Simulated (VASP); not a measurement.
# ZnSe (Pm-3m) in VASP: a series of runs

Runs on ZnSe. Level: PBEsol. Tasks: single point.

Everything below comes from runs of VASP 6.6.1. Logs are shortened: lines on timing, memory, paths and dates and some standing lists are left out, and cuts for length are marked.

### Step 1. The cell of the first run

It takes space group Pm-3m (No. 221, cubic). Conventional cell: a = 3.325 Å, b = 3.325 Å, c = 3.325 Å, α = 90.00°, β = 90.00°, γ = 90.00°. Zn (site symmetry m-3m) has 8 Se at 2.88 Å and 6 Zn at 3.33 Å within 3.8 Å. Se (site symmetry m-3m) has 8 Zn at 2.88 Å and 6 Se at 3.33 Å within 3.8 Å.

### Step 2. Single point, PBEsol

INCAR

```
SYSTEM = ZnSe
  PREC = Accurate
  ENCUT = 520
  EDIFF = 1E-6
  ISMEAR = -1
  SIGMA = 0.02
  LREAL = .FALSE.
  LASPH = .TRUE.
  NELM = 80
  ALGO = Normal
  ISIF = 2
  LWAVE = .FALSE.
  LCHARG = .TRUE.
  GGA = PS
  LELF = .TRUE.
  LVHAR = .TRUE.
  NBANDS = 16
```

KPOINTS

```
Automatic mesh
0
G
  6 6 6
  0 0 0
```

POSCAR

```
ZnSe
1.0
    3.3251530431      0.0000000000      0.0000000000
    0.0000000000      3.3251530431      0.0000000000
    0.0000000000      0.0000000000      3.3251530431
Zn Se
1 1
Direct
    0.0000000000      0.0000000000      0.0000000000
    0.5000000000      0.5000000000      0.5000000000
```

Potentials or basis: VASP PAW PBE potentials, release 64 (Zn, Se).

Started as:

```
$ cat potpaw_PBE.64/Zn/POTCAR potpaw_PBE.64/Se/POTCAR > POTCAR
$ mpirun -np 1 vasp_std > vasp.out
```

OUTCAR:

```text
SYSTEM = ZnSe
   PREC = Accurate
   ENCUT = 520
   EDIFF = 1E-6
   ISMEAR = -1
   LREAL = .FALSE.
   LASPH = .TRUE.
   NELM = 80
   ISIF = 2
   GGA = PS

 ion  position               nearest neighbor table
   1  0.000  0.000  0.000-   2 2.88   2 2.88   2 2.88   2 2.88   2 2.88   2 2.88   2 2.88   2 2.88

   2  0.500  0.500  0.500-   1 2.88   1 2.88   1 2.88   1 2.88   1 2.88   1 2.88   1 2.88   1 2.88

  LATTYP: Found a simple cubic cell.
 ALAT       =     3.3251530431

  Lattice vectors:

 A1 = (   3.3251530431,   0.0000000000,   0.0000000000)
 A2 = (   0.0000000000,   3.3251530431,   0.0000000000)
 A3 = (   0.0000000000,   0.0000000000,   3.3251530431)

Analysis of symmetry for initial positions (statically):
=====================================================================
 Subroutine PRICEL returns:
 Original cell was already a primitive cell.

 Routine SETGRP: Setting up the symmetry group for a
 simple cubic supercell.

 Subroutine GETGRP returns: Found 48 space group operations
 (whereof 48 operations were pure point group operations)
 out of a pool of 48 trial point group operations.

The static configuration has the point symmetry O_h .

Analysis of symmetry for dynamics (positions and initial velocities):
=====================================================================
 Subroutine PRICEL returns:
 Original cell was already a primitive cell.

 Routine SETGRP: Setting up the symmetry group for a
 simple cubic supercell.

 Subroutine GETGRP returns: Found 48 space group operations
 (whereof 48 operations were pure point group operations)
 out of a pool of 48 trial point group operations.

The dynamic configuration has the point symmetry O_h .

 Subroutine INISYM returns: Found 48 space group operations
 (whereof 48 operations are pure point group operations),
 and found     1 'primitive' translations

----------------------------------------------------------------------------------------

                                     Primitive cell

  volume of cell :      36.7650

  direct lattice vectors                    reciprocal lattice vectors
     3.325153043  0.000000000  0.000000000     0.300738037  0.000000000  0.000000000
     0.000000000  3.325153043  0.000000000     0.000000000  0.300738037  0.000000000
     0.000000000  0.000000000  3.325153043     0.000000000  0.000000000  0.300738037

  length of vectors
     3.325153043  3.325153043  3.325153043     0.300738037  0.300738037  0.300738037

  position of ions in fractional coordinates (direct lattice)
     0.000000000  0.000000000  0.000000000
     0.500000000  0.500000000  0.500000000

  ion indices of the primitive-cell ions
   primitive index   ion index
                 1           1
                 2           2

----------------------------------------------------------------------------------------

 KPOINTS: Automatic mesh

Automatic generation of k-mesh.
 Grid dimensions read from file:
 generate k-points for:    6    6    6

 Generating k-lattice:

  Cartesian coordinates                     Fractional coordinates (reciprocal lattice)
     0.050123006  0.000000000  0.000000000     0.166666667  0.000000000  0.000000000
     0.000000000  0.050123006  0.000000000     0.000000000  0.166666667  0.000000000
     0.000000000  0.000000000  0.050123006     0.000000000  0.000000000  0.166666667

  Length of vectors
     0.050123006  0.050123006  0.050123006

  Shift w.r.t. Gamma in fractional coordinates (k-lattice)
     0.000000000  0.000000000  0.000000000

 Subroutine IBZKPT returns following result:
 ===========================================

 Found     20 irreducible k-points:

 Following reciprocal coordinates:
            Coordinates               Weight
  0.000000  0.000000  0.000000      1.000000
  0.166667  0.000000  0.000000      6.000000
  0.333333  0.000000  0.000000      6.000000
  0.500000  0.000000  0.000000      3.000000
  0.166667  0.166667  0.000000     12.000000
  0.333333  0.166667  0.000000     24.000000
[... 12 lines left out ...]
  0.500000  0.500000  0.333333      6.000000
  0.500000  0.500000  0.500000      1.000000
   k-points           NKPTS =     20   k-points in BZ     NKDIM =     20   number of bands    NBANDS=     16
   number of dos      NEDOS =    301   number of ions     NIONS =      2
   total plane-waves  NPLWV =  21952
   dimension x,y,z NGX =    28 NGY =   28 NGZ =   28
   dimension x,y,z NGXF=    56 NGYF=   56 NGZF=   56
   ions per type =               1   1
   NGX,Y,Z   is equivalent  to a cutoff of  14.00, 14.00, 14.00 a.u.
   NGXF,Y,Z  is equivalent  to a cutoff of  28.00, 28.00, 28.00 a.u.
 SYSTEM =  ZnSe
   PREC   = accura    normal or accurate (medium, high low for compatibility)
   ISTART =      0    job   : 0-new  1-cont  2-samecut
   ICHARG =      2    charge: 1-file 2-atom 10-const
   ISPIN  =      1    spin polarized calculation?
   LNONCOLLINEAR =      F non collinear calculations
   LSORBIT =      F    spin-orbit coupling
   LASPH  =      T    aspherical Exc in radial PAW
   ENCUT  =  520.0 eV  38.22 Ry    6.18 a.u.   6.18  6.18  6.18*2*pi/ulx,y,z
   NELM   =     80;   NELMIN=  2; NELMDL= -5     # of ELM steps
   EDIFF  = 0.1E-05   stopping-criterion for ELM
   LREAL  =      F    real-space projection
   EDIFFG = 0.1E-04   stopping-criterion for IOM
   NSW    =      0    number of steps for IOM
   IBRION =     -1    ionic relax: 0-MD 1-quasi-New 2-CG
   NFREE  =      0    steps in history (QN), initial steepest desc. (CG)
   ISIF   =      2    stress and relaxation
   ISYM   =      2    0-nonsym 1-usesym 2-fastsym
   POTIM  = 0.5000    time-step for ionic-motion
   TEBEG  =    0.0;   TEEND  =   0.0 temperature during run
   PSTRESS=    0.0 pullay stress
   NELECT =      18.0000    total number of electrons
   NUPDOWN=      -1.0000    fix difference up-down
   EMIN   =  10.00;   EMAX   =-10.00  energy-range for DOS
   EFERMI =   0.00;   METHOD = LEGACY
   ISMEAR =    -1;   SIGMA  =   0.02  broadening in eV -4-tet -1-fermi 0-gaus
   EFERMI_NEDOS =   21; number of points for ismear=-14 and -15
   IALGO  =     38    algorithm
   IMIX   =      4    mixing-type and parameters
     AMIX     =   0.40;   BMIX     =  1.00
     AMIX_MAG =   1.60;   BMIX_MAG =  1.00
  volume/ion in A,a.u.               =      18.38       124.05
  Fermi-wavevector in a.u.,A,eV,Ry     =   1.290290  2.438295 22.651639  1.664849
  Thomas-Fermi vector in A             =   2.422131
   LORBIT       =      0    0 simple, 1 ext, 2 COOP (PROOUT), +10 PAW based schemes
   GGA     = PS    functional components
   LHFCALC =     F    Hartree Fock is set to
   AEXX    =    0.0000 exact exchange contribution
   IVDW    =     0    specifies the selected vdW correction
   LEPSILON=     F    determine dielectric tensor
   LRPA    =     F    only Hartree local field effects (RPA)
 non-spin polarized calculation
  energy-cutoff  :      520.00
  volume of cell :       36.77
 maximum number of plane-waves:      1021
 NGX is ok and might be reduce to    28
   NGX = 13   NGY = 13   NGZ = 13

 number of electron      17.9999997 magnetization

 Free energy of the ion-electron system (eV)
  ---------------------------------------------------
  ext. energy  EPLUGINS =         0.00000000
  ---------------------------------------------------
  free energy    TOTEN  =        -5.22965017 eV

  energy without entropy =       -5.22692940  energy(sigma->0) =       -5.22828978

 E-fermi :   3.9553     XC(G=0): -10.9431

 val. band max:        3.9376114349   @ k =   0.3333   0.1667   0.0000
 cond. band min:       4.0795172173   @ k =   0.5000   0.3333   0.3333
 fundamental gap:      0.1419057824
 Fermi energy:         3.9552651543

 k-point     1 :       0.0000    0.0000    0.0000
  band No.  band energies     occupation
      1     -10.6918      2.00000
      2      -3.0931      2.00000
      3      -3.0931      2.00000
      4      -2.7869      2.00000
      5      -2.7869      2.00000
      6      -2.7869      2.00000
[... 8 lines left out ...]
     15      15.1362      0.00000
     16      19.5379      0.00000

 k-point     2 :       0.1667    0.0000    0.0000
  band No.  band energies     occupation
      1     -10.4453      2.00000
      2      -3.0809      2.00000
      3      -3.0805      2.00000
      4      -2.8363      2.00000
      5      -2.8363      2.00000
      6      -2.7836      2.00000
[... 8 lines left out ...]
     15      14.1341      0.00000
     16      18.7984      0.00000

 k-point     3 :       0.3333    0.0000    0.0000
  band No.  band energies     occupation
      1      -9.8413      2.00000
      2      -3.3302      2.00000
      3      -3.0564      2.00000
      4      -2.9288      2.00000
      5      -2.9288      2.00000
      6      -2.7769      2.00000
[... 8 lines left out ...]
     15      15.8842      0.00000
     16      16.9173      0.00000

 k-point     4 :       0.5000    0.0000    0.0000
  band No.  band energies     occupation
      1      -9.4463      2.00000
      2      -3.8886      2.00000
      3      -3.0441      2.00000
      4      -2.9724      2.00000
      5      -2.9724      2.00000
      6      -2.7735      2.00000
[... 8 lines left out ...]
     15      14.5125      0.00000
     16      20.5607      0.00000

 k-point     5 :       0.1667    0.1667    0.0000
  band No.  band energies     occupation
      1     -10.2074      2.00000
      2      -3.0802      2.00000
      3      -3.0401      2.00000
      4      -2.8866      2.00000
      5      -2.8442      2.00000
      6      -2.8104      2.00000
[... 8 lines left out ...]
     15      15.0239      0.00000
     16      17.3961      0.00000

 k-point     6 :       0.3333    0.1667    0.0000
  band No.  band energies     occupation
      1      -9.6305      2.00000
      2      -3.2362      2.00000
      3      -3.0155      2.00000
      4      -2.9232      2.00000
      5      -2.9128      2.00000
      6      -2.8073      2.00000
[... 8 lines left out ...]
     15      17.0963      0.00000
     16      17.2956      0.00000

 k-point     7 :       0.5000    0.1667    0.0000
  band No.  band energies     occupation
      1      -9.2599      2.00000
      2      -3.6025      2.00000
      3      -3.0035      2.00000
      4      -2.9528      2.00000
      5      -2.9499      2.00000
      6      -2.8012      2.00000
[... 8 lines left out ...]
     15      16.8614      0.00000
     16      17.9419      0.00000

 k-point     8 :       0.3333    0.3333    0.0000
  band No.  band energies     occupation
      1      -9.1347      2.00000
      2      -3.1508      2.00000
      3      -2.9027      2.00000
      4      -2.8893      2.00000
      5      -2.8604      2.00000
      6      -2.8581      2.00000
[... 8 lines left out ...]
     15      15.5434      0.00000
     16      17.7224      0.00000

 k-point     9 :       0.5000    0.3333    0.0000
  band No.  band energies     occupation
      1      -8.8319      2.00000
      2      -3.0959      2.00000
      3      -2.9048      2.00000
      4      -2.8556      2.00000
      5      -2.8410      2.00000
      6      -2.8300      2.00000
[... 8 lines left out ...]
     15      15.7264      0.00000
     16      17.1723      0.00000
[... 96 lines left out ...]
 k-point    15 :       0.5000    0.3333    0.1667
  band No.  band energies     occupation
      1      -8.6338      2.00000
      2      -3.1101      2.00000
      3      -3.1020      2.00000
      4      -2.9140      2.00000
      5      -2.7628      2.00000
      6      -2.7600      2.00000
[... 8 lines left out ...]
     15      17.3313      0.00000
     16      17.3551      0.00000

 k-point    16 :       0.5000    0.5000    0.1667
  band No.  band energies     occupation
      1      -8.3748      2.00000
      2      -3.0690      2.00000
      3      -3.0690      2.00000
      4      -2.9146      2.00000
      5      -2.7745      2.00000
      6      -2.6684      2.00000
[... 8 lines left out ...]
     15      17.9000      0.00000
     16      17.9000      0.00000

 k-point    17 :       0.3333    0.3333    0.3333
  band No.  band energies     occupation
      1      -8.4580      2.00000
      2      -3.2025      2.00000
      3      -3.2025      2.00000
      4      -2.8106      2.00000
      5      -2.7835      2.00000
      6      -2.7835      2.00000
[... 8 lines left out ...]
     15      18.2454      0.00000
     16      18.2454      0.00000

 k-point    18 :       0.5000    0.3333    0.3333
  band No.  band energies     occupation
      1      -8.1692      2.00000
      2      -3.2743      2.00000
      3      -3.2502      2.00000
      4      -2.9204      2.00000
      5      -2.7776      2.00000
      6      -2.7184      2.00000
[... 8 lines left out ...]
     15      18.7160      0.00000
     16      20.4288      0.00000

 k-point    19 :       0.5000    0.5000    0.3333
  band No.  band energies     occupation
      1      -7.8863      2.00000
      2      -3.3095      2.00000
      3      -3.3095      2.00000
      4      -3.1304      2.00000
      5      -2.7457      2.00000
      6      -2.6654      2.00000
[... 8 lines left out ...]
     15      21.5894      0.00000
     16      21.5894      0.00000

 k-point    20 :       0.5000    0.5000    0.5000
  band No.  band energies     occupation
      1      -7.5814      2.00000
      2      -3.3988      2.00000
      3      -3.3988      2.00000
      4      -3.3988      2.00000
      5      -2.6640      2.00000
      6      -2.6640      2.00000
[... 8 lines left out ...]
     15      23.1687      0.00000
     16      23.1687      0.00000

------------------------ aborting loop because EDIFF is reached ----------------------------------------

  FORCE on cell =-STRESS in cart. coord.  units (eV):
  Direction    XX          YY          ZZ          XY          YZ          ZX
  --------------------------------------------------------------------------------------
  -------------------------------------------------------------------------------------
  Total       -0.6629262     -0.6629262     -0.6629262      0.0000000     -0.0000000      0.0000000
  in kB      -28.8895537    -28.8895537    -28.8895537      0.0000000     -0.0000000      0.0000000
  external PRESSURE =     -28.8895537 kB  Pullay stress =       0.0000000 kB

 VOLUME and BASIS-vectors are now :
 -----------------------------------------------------------------------------
  energy-cutoff  :      520.00
  volume of cell :       36.77
      direct lattice vectors                 reciprocal lattice vectors
     3.325153043  0.000000000  0.000000000     0.300738037  0.000000000  0.000000000
     0.000000000  3.325153043  0.000000000     0.000000000  0.300738037  0.000000000
     0.000000000  0.000000000  3.325153043     0.000000000  0.000000000  0.300738037

 POSITION                                       TOTAL-FORCE (eV/Angst)
 -----------------------------------------------------------------------------------
      0.00000      0.00000      0.00000         0.000000      0.000000      0.000000
      1.66258      1.66258      1.66258         0.000000      0.000000      0.000000
 -----------------------------------------------------------------------------------
    total drift:                               -0.000000      0.000000     -0.000000

  FREE ENERGIE OF THE ION-ELECTRON SYSTEM (eV)
  ---------------------------------------------------
  free  energy   TOTEN  =        -5.2296501696 eV

  energy  without entropy=       -5.2269293962  energy(sigma->0) =       -5.22828978
```

Wall time 5.8 s (1 thread of Intel Xeon 6975P-C (Granite Rapids), shared host); peak memory 0.16 GiB.

Results:

| Item | Value |
| --- | --- |
| Free energy | -5.2297 eV |
| Pressure | -2.9 GPa |
| Band gap on the k mesh | zero (band 9 reaches 4.31 eV, above the bottom of band 10 at 2.76 eV) |

Caveat: the PAW data sets were made with another functional, which shifts forces and pressure a little.

### Step 3. Single point, PBEsol

INCAR

```
PREC = Accurate
ENCUT = 520
EDIFF = 1E-6
ISMEAR = -1
SIGMA = 0.02
LREAL = F
LASPH = T
NELM = 100
ALGO = Normal
ISIF = 2
LWAVE = F
LCHARG = F
GGA = PS
NBANDS = 16
```

KPOINTS

```
Automatic mesh
0
Gamma
  6 6 6
```

POSCAR is that of step 2.

Potentials or basis: VASP PAW PBE potentials, release 64 (Zn, Se).

Started as:

```
$ cat potpaw_PBE.64/Zn/POTCAR potpaw_PBE.64/Se/POTCAR > POTCAR
$ mpirun -np 1 vasp_std > vasp.out
```

It took 5.8 s on 1 thread of Intel Xeon 6975P-C (Granite Rapids), shared host; peak memory 0.15 GiB.

The run converged. Its results:

- Free energy: -5.2297 eV
- Pressure: -2.9 GPa
- Band gap on the k mesh: zero (band 9 reaches 4.31 eV, above the bottom of band 10 at 2.76 eV)

Levels at points of the mesh, in eV from the Fermi level:
```tsv
k point	band 6	band 7	band 8	band 9	band 10	band 11	band 12	band 13
(0.00, 0.00, 0.00)	-6.74	-1.24	-1.20	-1.20	-1.20	5.75	5.75	11.18
(0.50, 0.00, 0.00)	-6.73	-6.23	0.26	0.26	3.19	4.32	6.57	6.57
(0.50, 0.50, 0.00)	-6.61	-5.22	-5.22	-2.16	0.69	7.86	7.86	8.66
(0.50, 0.50, 0.50)	-6.62	-2.72	-2.72	-2.72	0.99	0.99	0.99	1.13
```

Caveat: the PAW data sets were made with another functional, which shifts forces and pressure a little.
